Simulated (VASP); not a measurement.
# Cs (Fm-3m) in VASP: single point with PBE

Aim: the single point of Cs with PBE.

Program: VASP 6.6.1. These are calculated values, not measurements. Logs are shortened: lines on timing, memory, paths and dates and some standing lists are left out, and cuts for length are marked.

### Step 1. The cell of the first run

It takes space group Fm-3m (No. 225, cubic). Conventional cell: a = 7.787 Å, b = 7.787 Å, c = 7.787 Å, α = 90.00°, β = 90.00°, γ = 90.00°.

This isn't the form of Cs at room conditions, which is bcc.

### Step 2. Single point, PBE

File POSCAR:

```
Cs
1.0
    0.0000000000      3.8933065851      3.8933065851
    3.8933065851      0.0000000000      3.8933065851
    3.8933065851      3.8933065851      0.0000000000
Cs
1
Direct
    0.0000000000      0.0000000000      0.0000000000
```

File INCAR.step1:

```
SYSTEM = Cs
PREC     = Accurate       ! precision mode
ENCUT    = 400            ! plane-wave cutoff, eV
EDIFF    = 1E-6           ! SCF threshold, eV
ISMEAR   = 0              ! smearing method
SIGMA    = 0.05           ! smearing width, eV
LREAL    = .False.        ! projectors in reciprocal space
LASPH    = .True.         ! aspherical terms in the spheres
NELM     = 120            ! most SCF steps
ALGO     = Normal         ! electronic algorithm
ISIF     = 2              ! what is computed and relaxed
LWAVE    = .False.        ! write WAVECAR
LCHARG   = .True.         ! write CHGCAR
GGA      = PE             ! functional
NBANDS   = 10             ! bands
GGA_COMPAT= .False.      
NEDOS    = 2001           ! points of the DOS
LORBIT   = 11             ! projections on sites
```

File KPOINTS.step1:

```
regular mesh
0
Gamma
  10 10 10
  0 0 0
```

File INCAR.step2:

```
SYSTEM = Cs
PREC     = Accurate       ! precision mode
ENCUT    = 400            ! plane-wave cutoff, eV
EDIFF    = 1E-6           ! SCF threshold, eV
ISMEAR   = -5             ! smearing method
SIGMA    = 0.05           ! smearing width, eV
LREAL    = .False.        ! projectors in reciprocal space
LASPH    = .True.         ! aspherical terms in the spheres
NELM     = 120            ! most SCF steps
ALGO     = Normal         ! electronic algorithm
ISIF     = 2              ! what is computed and relaxed
LWAVE    = .False.        ! write WAVECAR
LCHARG   = .False.        ! write CHGCAR
GGA      = PE             ! functional
LORBIT   = 10             ! projections on sites
NBANDS   = 10             ! bands
NEDOS    = 2001           ! points of the DOS
ICHARG   = 11             ! starting density
GGA_COMPAT= .False.
```

File KPOINTS.step2:

```
regular mesh
0
Gamma
  15 15 15
  0 0 0
```

Potentials or basis: VASP PAW PBE potentials, release 64 (Cs_sv).

The run is started by

```
> cat potpaw_PBE.64/Cs_sv/POTCAR > POTCAR
> cp INCAR.step1 INCAR
> cp KPOINTS.step1 KPOINTS
> mpirun -np 1 vasp_std > vasp.out
> cp INCAR.step2 INCAR
> cp KPOINTS.step2 KPOINTS
> mpirun -np 1 vasp_std > vasp.out
```

OUTCAR:

```text
SYSTEM = Cs
   PREC = Accurate
   ENCUT = 400
   EDIFF = 1E-6
   ISMEAR = -5
   LREAL = .False.
   LASPH = .True.
   NELM = 120
   ISIF = 2
   GGA = PE
   LORBIT = 10
   ICHARG = 11

 ion  position               nearest neighbor table
   1  0.000  0.000  0.000-

  LATTYP: Found a face centered cubic cell.
 ALAT       =     7.7866131702

  Lattice vectors:

 A1 = (   0.0000000000,   3.8933065851,   3.8933065851)
 A2 = (   3.8933065851,   0.0000000000,   3.8933065851)
 A3 = (   3.8933065851,   3.8933065851,   0.0000000000)

Analysis of symmetry for initial positions (statically):
=====================================================================
 Subroutine PRICEL returns:
 Original cell was already a primitive cell.

 Routine SETGRP: Setting up the symmetry group for a
 face centered cubic supercell.

 Subroutine GETGRP returns: Found 48 space group operations
 (whereof 48 operations were pure point group operations)
 out of a pool of 48 trial point group operations.

The static configuration has the point symmetry O_h .

Analysis of symmetry for dynamics (positions and initial velocities):
=====================================================================
 Subroutine PRICEL returns:
 Original cell was already a primitive cell.

 Routine SETGRP: Setting up the symmetry group for a
 face centered cubic supercell.

 Subroutine GETGRP returns: Found 48 space group operations
 (whereof 48 operations were pure point group operations)
 out of a pool of 48 trial point group operations.

The dynamic configuration has the point symmetry O_h .

 Subroutine INISYM returns: Found 48 space group operations
 (whereof 48 operations are pure point group operations),
 and found     1 'primitive' translations

----------------------------------------------------------------------------------------

                                     Primitive cell

  volume of cell :     118.0282

  direct lattice vectors                    reciprocal lattice vectors
     0.000000000  3.893306585  3.893306585    -0.128425540  0.128425540  0.128425540
     3.893306585  0.000000000  3.893306585     0.128425540 -0.128425540  0.128425540
     3.893306585  3.893306585  0.000000000     0.128425540  0.128425540 -0.128425540

  length of vectors
     5.505966975  5.505966975  5.505966975     0.222439560  0.222439560  0.222439560

  position of ions in fractional coordinates (direct lattice)
[... 85 lines left out ...]
   ISIF   =      2    stress and relaxation
   ISYM   =      2    0-nonsym 1-usesym 2-fastsym
   POTIM  = 0.5000    time-step for ionic-motion
   TEBEG  =    0.0;   TEEND  =   0.0 temperature during run
   PSTRESS=    0.0 pullay stress
   NELECT =       9.0000    total number of electrons
   NUPDOWN=      -1.0000    fix difference up-down
   EMIN   =  10.00;   EMAX   =-10.00  energy-range for DOS
   EFERMI =   0.00;   METHOD = LEGACY
   ISMEAR =    -5;   SIGMA  =   0.05  broadening in eV -4-tet -1-fermi 0-gaus
   EFERMI_NEDOS =   21; number of points for ismear=-14 and -15
   IALGO  =     38    algorithm
   IMIX   =      4    mixing-type and parameters
     AMIX     =   0.40;   BMIX     =  1.00
     AMIX_MAG =   1.60;   BMIX_MAG =  1.00
  volume/ion in A,a.u.               =     118.03       796.49
  Fermi-wavevector in a.u.,A,eV,Ry     =   0.694215  1.311875  6.557109  0.481934
  Thomas-Fermi vector in A             =   1.776645
   LORBIT       =     10    0 simple, 1 ext, 2 COOP (PROOUT), +10 PAW based schemes
   GGA     = PE    functional components
   LHFCALC =     F    Hartree Fock is set to
   AEXX    =    0.0000 exact exchange contribution
   IVDW    =     0    specifies the selected vdW correction
   LEPSILON=     F    determine dielectric tensor
   LRPA    =     F    only Hartree local field effects (RPA)
 non-spin polarized calculation
 Fermi weights with tetrahedron method with Bloechl corrections
  energy-cutoff  :      400.00
  volume of cell :      118.03
 maximum number of plane-waves:      2168

 number of electron       8.9999999 magnetization

 Free energy of the ion-electron system (eV)
  ---------------------------------------------------
  ext. energy  EPLUGINS =         0.00000000
  ---------------------------------------------------
  free energy    TOTEN  =        -0.85090230 eV

  energy without entropy =       -0.85090230  energy(sigma->0) =       -0.85090230

 E-fermi :   0.3974     XC(G=0):  -5.3414

 val. band max:        0.3824453977   @ k =  -0.3333   0.2000   0.0000
 cond. band min:       0.3916777107   @ k =  -0.2667   0.2667   0.0667
 fundamental gap:      0.0092323130
 Fermi energy:         0.3974251968

 k-point     1 :       0.0000    0.0000    0.0000
  band No.  band energies     occupation
      1     -23.4759      2.00000
      2     -10.2256      2.00000
      3     -10.2256      2.00000
      4     -10.2256      2.00000
      5      -1.2628      2.00000
      6       2.8231      0.00000
      7       2.8231      0.00000
      8       2.8231      0.00000
      9       3.8835      0.00000
     10       3.8836      0.00000
[... 287 lines left out ...]
 k-point    24 :       0.2000    0.1333    0.0000
  band No.  band energies     occupation
      1     -23.4740      2.00000
      2     -10.2608      2.00000
      3     -10.2369      2.00000
      4     -10.2359      2.00000
      5      -0.8665      2.00000
      6       2.2682      0.00000
      7       2.9293      0.00000
      8       2.9887      0.00000
      9       3.2233      0.00000
     10       4.0279      0.00000

 [... further k-points ...]

------------------------ aborting loop because EDIFF is reached ----------------------------------------

  FORCE on cell =-STRESS in cart. coord.  units (eV):
  Direction    XX          YY          ZZ          XY          YZ          ZX
  --------------------------------------------------------------------------------------
  -------------------------------------------------------------------------------------
  Total       -0.0192741     -0.0192741     -0.0192741     -0.0000000     -0.0000000      0.0000000
  in kB       -0.2616370     -0.2616370     -0.2616370     -0.0000000     -0.0000000      0.0000000
  external PRESSURE =      -0.2616370 kB  Pullay stress =       0.0000000 kB

 VOLUME and BASIS-vectors are now :
 -----------------------------------------------------------------------------
  energy-cutoff  :      400.00
  volume of cell :      118.03
      direct lattice vectors                 reciprocal lattice vectors
     0.000000000  3.893306585  3.893306585    -0.128425540  0.128425540  0.128425540
     3.893306585  0.000000000  3.893306585     0.128425540 -0.128425540  0.128425540
     3.893306585  3.893306585  0.000000000     0.128425540  0.128425540 -0.128425540

 POSITION                                       TOTAL-FORCE (eV/Angst)
 -----------------------------------------------------------------------------------
      0.00000      0.00000      0.00000        -0.000000     -0.000000     -0.000000
 -----------------------------------------------------------------------------------
    total drift:                               -0.000000      0.000000      0.000000

  FREE ENERGIE OF THE ION-ELECTRON SYSTEM (eV)
  ---------------------------------------------------
  free  energy   TOTEN  =        -0.8509023044 eV

  energy  without entropy=       -0.8509023044  energy(sigma->0) =       -0.85090230

 total charge

# of ion       s       p       d       tot
------------------------------------------
    1        1.863   4.682   0.009   6.553
```

OUTCAR.step1:

```text
SYSTEM = Cs
   PREC = Accurate
   ENCUT = 400
   EDIFF = 1E-6
   ISMEAR = 0
   LREAL = .False.
   LASPH = .True.
   NELM = 120
   ISIF = 2
[... 529 lines left out ...]
      0.00000      0.00000      0.00000         0.000000      0.000000      0.000000
 -----------------------------------------------------------------------------------
    total drift:                                0.000000      0.000000      0.000000

  FREE ENERGIE OF THE ION-ELECTRON SYSTEM (eV)
  ---------------------------------------------------
  free  energy   TOTEN  =        -0.8504884623 eV

  energy  without entropy=       -0.8485412020  energy(sigma->0) =       -0.84951483

 total charge

# of ion       s       p       d       tot
------------------------------------------
    1        1.863   4.682   0.008   6.554
```

Wall time 81 s (1 thread of Intel Xeon 8259CL, shared host); peak memory 0.24 GiB.

What came out:

```
Valence electrons inside the program's atomic spheres : Cs 6.55
```

Levels at points of the mesh, in eV from the Fermi level:
| k point | band 2 | band 3 | band 4 | band 5 | band 6 | band 7 | band 8 | band 9 |
| --- | --- | --- | --- | --- | --- | --- | --- | --- |
| (0.00, 0.00, 0.00) | -10.62 | -10.62 | -10.62 | -1.66 | 2.43 | 2.43 | 2.43 | 3.49 |

Caveat: spin-orbit coupling is left out, which moves the levels of the heavy elements; tetrahedron occupations give inexact forces and stress in metals.
